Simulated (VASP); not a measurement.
# TmP2 (Fd-3m) in VASP: notebook, part 2 of 2

VASP 6.6.1.

## Step 3: Single point, PBE

File INCAR:

```
SYSTEM = TmP2
  ALGO = Normal
  EDIFF = 1E-6
  ENCUT = 500
  GGA = PE
  GGA_COMPAT = .False.
  ISIF = 2
  ISMEAR = 0
  LASPH = .True.
  LCHARG = .False.
  LMAXMIX = 6
  LREAL = .False.
  LWAVE = .False.
  NBANDS = 28
  NELM = 200
  PREC = Accurate
  SIGMA = 0.1
```

File KPOINTS:

```
k-points
0
Gamma
  10 10 10
  0 0 0
```

File POSCAR:

```
TmP2
1.0
    0.0000000000      3.7624221226      3.7624221226
    3.7624221226      0.0000000000      3.7624221226
    3.7624221226      3.7624221226      0.0000000000
Tm P
2 4
Direct
    0.0000000000      0.0000000000      0.0000000000
    0.2500000000      0.2500000000      0.2500000000
    0.1250000000      0.6250000000      0.6250000000
    0.6250000000      0.6250000000      0.6250000000
    0.6250000000      0.6250000000      0.1250000000
    0.6250000000      0.1250000000      0.6250000000
```

Potentials or basis: VASP PAW PBE potentials, release 64 (Tm_3, P), 4f in core.

Started as:

```bash
$ cat potpaw_PBE.64/Tm_3/POTCAR potpaw_PBE.64/P/POTCAR > POTCAR
$ mpirun -np 1 vasp_std > vasp.out
```

OUTCAR:

```text
SYSTEM = TmP2
   EDIFF = 1E-6
   ENCUT = 500
   GGA = PE
   ISIF = 2
   ISMEAR = 0
   LASPH = .True.
   LREAL = .False.
   NELM = 200
   PREC = Accurate

 ion  position               nearest neighbor table
   1  0.000  0.000  0.000-   4 3.12   5 3.12   6 3.12   3 3.12   4 3.12   5 3.12   3 3.12   4 3.12
                             6 3.12   3 3.12   5 3.12   6 3.12   2 3.26   2 3.26   2 3.26   2 3.26
   2  0.250  0.250  0.250-   3 3.12   5 3.12   6 3.12   3 3.12   4 3.12   6 3.12   3 3.12   4 3.12
                             5 3.12   4 3.12   5 3.12   6 3.12   1 3.26   1 3.26   1 3.26   1 3.26
   3  0.125  0.625  0.625-   4 2.66   5 2.66   6 2.66   4 2.66   5 2.66   6 2.66   2 3.12   1 3.12
                             1 3.12   2 3.12   2 3.12   1 3.12
   4  0.625  0.625  0.625-   3 2.66   5 2.66   6 2.66   5 2.66   6 2.66   3 2.66   1 3.12   2 3.12
                             1 3.12   2 3.12   1 3.12   2 3.12
   5  0.625  0.625  0.125-   4 2.66   3 2.66   4 2.66   6 2.66   6 2.66   3 2.66   1 3.12   2 3.12
                             1 3.12   2 3.12   1 3.12   2 3.12
   6  0.625  0.125  0.625-   4 2.66   5 2.66   3 2.66   4 2.66   5 2.66   3 2.66   2 3.12   1 3.12
                             2 3.12   2 3.12   1 3.12   1 3.12

  LATTYP: Found a face centered cubic cell.
 ALAT       =     7.5248442452

  Lattice vectors:

[... 189 lines left out ...]

 val. band max:        7.6255710479   @ k =   0.4000   0.3000   0.0000
 cond. band min:       7.6270308634   @ k =   0.3000   0.2000   0.0000
 fundamental gap:      0.0014598155
 Fermi energy:         7.6263755519

 k-point     1 :       0.0000    0.0000    0.0000
  band No.  band energies     occupation
      1     -18.4545      2.00000
      2     -18.4545      2.00000
      3     -18.4545      2.00000
      4     -18.1698      2.00000
      5     -18.1698      2.00000
      6     -18.1698      2.00000
[... 733 lines left out ...]
     27      11.3069      0.00000
     28      11.8250      0.00000

 [... further k-points ...]
[... 5 lines left out ...]
  --------------------------------------------------------------------------------------
  -------------------------------------------------------------------------------------
  Total       -0.0272730     -0.0272730     -0.0272730     -0.0000000     -0.0000000      0.0000000
  in kB       -0.4102146     -0.4102146     -0.4102146     -0.0000000     -0.0000000      0.0000000
  external PRESSURE =      -0.4102146 kB  Pullay stress =       0.0000000 kB

 VOLUME and BASIS-vectors are now :
 -----------------------------------------------------------------------------
  energy-cutoff  :      500.00
  volume of cell :      106.52
      direct lattice vectors                 reciprocal lattice vectors
     0.000000000  3.762422123  3.762422123    -0.132893116  0.132893116  0.132893116
     3.762422123  0.000000000  3.762422123     0.132893116 -0.132893116  0.132893116
     3.762422123  3.762422123  0.000000000     0.132893116  0.132893116 -0.132893116

 POSITION                                       TOTAL-FORCE (eV/Angst)
 -----------------------------------------------------------------------------------
      0.00000      0.00000      0.00000        -0.000000     -0.000000     -0.000000
      1.88121      1.88121      1.88121         0.000000      0.000000      0.000000
      4.70303      2.82182      2.82182         0.000000      0.000000      0.000000
      4.70303      4.70303      4.70303         0.000000      0.000000     -0.000000
      2.82182      2.82182      4.70303         0.000000      0.000000     -0.000000
      2.82182      4.70303      2.82182         0.000000      0.000000      0.000000
 -----------------------------------------------------------------------------------
    total drift:                               -0.000000     -0.000000      0.000000

  FREE ENERGIE OF THE ION-ELECTRON SYSTEM (eV)
  ---------------------------------------------------
  free  energy   TOTEN  =       -31.7389017204 eV

  energy  without entropy=      -31.7126019562  energy(sigma->0) =      -31.72575184
```

stdout:

```text
POSCAR found type information on POSCAR TmP
 POSCAR found :  2 types and       6 ions
 scaLAPACK will be used
 LDA part: xc-table for (Slater+PW92), standard interpolation
 POSCAR, INCAR and KPOINTS ok, starting setup
 FFT: planning ... GRIDC
 FFT: planning ... GRID_SOFT
 FFT: planning ... GRID
 WAVECAR not read
 entering main loop
```

It took 91 s on 1 thread of Intel Xeon Platinum 8559C (Emerald Rapids), shared host; peak memory 0.29 GiB.

What came out:

```yaml
Free_energy: -31.7389 eV
Pressure: 0.0 GPa
Band_gap_on_the_k_mesh: zero (bands 19 and 20 overlap by 2.86 eV)
```

Caveat: spin-orbit coupling is left out, which moves the levels of the heavy elements; the 4f electrons are frozen in the core, so they carry no moment and show no levels.

## Step 4: Relaxation of cell and atoms, PBE

This run uses another cell than the first one, of 17.83 Å³/atom.

File INCAR:

```
SYSTEM = TmP2
  ALGO = Normal
  EDIFF = 1E-7
  EDIFFG = -0.01
  ENCUT = 500
  GGA = PE
  GGA_COMPAT = .FALSE.
  IBRION = 2
  ISIF = 3
  ISMEAR = 0
  LASPH = .TRUE.
  LCHARG = .FALSE.
  LMAXMIX = 6
  LREAL = .FALSE.
  LWAVE = .FALSE.
  NELM = 200
  NELMIN = 4
  NSW = 100
  PREC = Accurate
  SIGMA = 0.1
```

File KPOINTS:

```
k-points
0
G
  10 10 10
  0 0 0
```

POSCAR: that of step 3 with these lines changed.

```diff
@@ -2,5 +2,5 @@
 1.0
-    0.0000000000      3.7624221226      3.7624221226
-    3.7624221226      0.0000000000      3.7624221226
-    3.7624221226      3.7624221226      0.0000000000
+    0.0000000000      3.7677309138      3.7677309138
+    3.7677309138      0.0000000000      3.7677309138
+    3.7677309138      3.7677309138      0.0000000000
 Tm P
```

Started as:

```bash
$ cat potpaw_PBE.64/Tm_3/POTCAR potpaw_PBE.64/P/POTCAR > POTCAR
$ mpirun -np 1 vasp_std > vasp.out
```

Wall time 3.4 min (1 thread of Intel Xeon Platinum 8559C (Emerald Rapids), shared host); peak memory 0.29 GiB.

The run converged. Its results:

```
Free energy                           : -31.7390 eV
Relaxed volume                        : 17.74 Å³/atom
Relaxed cell                          : a = 5.320 Å, b = 5.320 Å, c = 5.320 Å, α = 60.00°, β = 60.00°, γ = 60.00°
Space group after relaxing (to 0.1 Å) : Fd-3m (No. 227)
Energy gained by relaxing             : 0.1 meV/atom
Ionic steps                           : 3
Pressure after relaxing               : 0.0 GPa
Band gap on the k mesh                : zero (bands 19 and 20 overlap by 2.86 eV)
```

The path:
```tsv
step	energy change (eV)	largest force (eV/Å)	pressure (GPa)	volume (Å³)
1	0.0000	0.0000	-0.38	106.97
2	-0.0005	0.0000	0.11	106.32
3	-0.0006	0.0000	0.00	106.47
```

Final structure:
```
Tm P
1.0
     0.00000    3.76179    3.76179
     3.76179    0.00000    3.76179
     3.76179    3.76179    0.00000
Tm P
2 4
Direct
  0.00000 0.00000 0.00000
  0.25000 0.25000 0.25000
  0.12500 0.62500 0.62500
  0.62500 0.62500 0.62500
  0.62500 0.62500 0.12500
  0.62500 0.12500 0.62500
```

Levels at points of the mesh, in eV from the Fermi level:
| k point | band 16 | band 17 | band 18 | band 19 | band 20 | band 21 | band 22 | band 23 |
| --- | --- | --- | --- | --- | --- | --- | --- | --- |
| (0.00, 0.00, 0.00) | -5.04 | -1.57 | 1.12 | 1.12 | 1.12 | 2.98 | 2.98 | 2.98 |
| (0.50, 0.00, 0.00) | -2.22 | -2.22 | -1.78 | -1.72 | -1.31 | 1.69 | 1.69 | 1.86 |
| (0.50, 0.50, 0.00) | -2.28 | -2.25 | -2.25 | -1.74 | -1.74 | 0.36 | 0.36 | 2.68 |

Caveat: spin-orbit coupling is left out, which moves the levels of the heavy elements; the 4f electrons are frozen in the core, so they carry no moment and show no levels.
